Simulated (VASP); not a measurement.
A run of VASP 6.6.1 is set up as follows.

INCAR

```
SYSTEM = Sb
  ALGO = Normal
  EDIFF = 1E-6
  ENCUT = 500
  GGA = PE
  GGA_COMPAT = .False.
  ISIF = 2
  ISMEAR = 0
  LASPH = .True.
  LCHARG = .True.
  LELF = .True.
  LREAL = .False.
  LVHAR = .True.
  LWAVE = .False.
  NBANDS = 8
  NELM = 120
  PREC = Accurate
  SIGMA = 0.019000000000000003
```

File KPOINTS:

```
k-points
0
Gamma
  8 8 8
  0 0 0
```

Contents of POSCAR:

```
Sb
1.0
    3.1600000000      0.0000000000      0.0000000000
    0.0000000000      3.1600000000      0.0000000000
    0.0000000000      0.0000000000      3.1600000000
Sb
1
Direct
    0.0000000000      0.0000000000      0.0000000000
```

Potentials or basis: VASP PAW PBE potentials, release 64 (Sb).

Run with:

```console
$ cat potpaw_PBE.64/Sb/POTCAR > POTCAR
$ mpirun -np 1 vasp_std > vasp.out
```

Q: What does it give for the pressure?

A: -2.3 GPa.
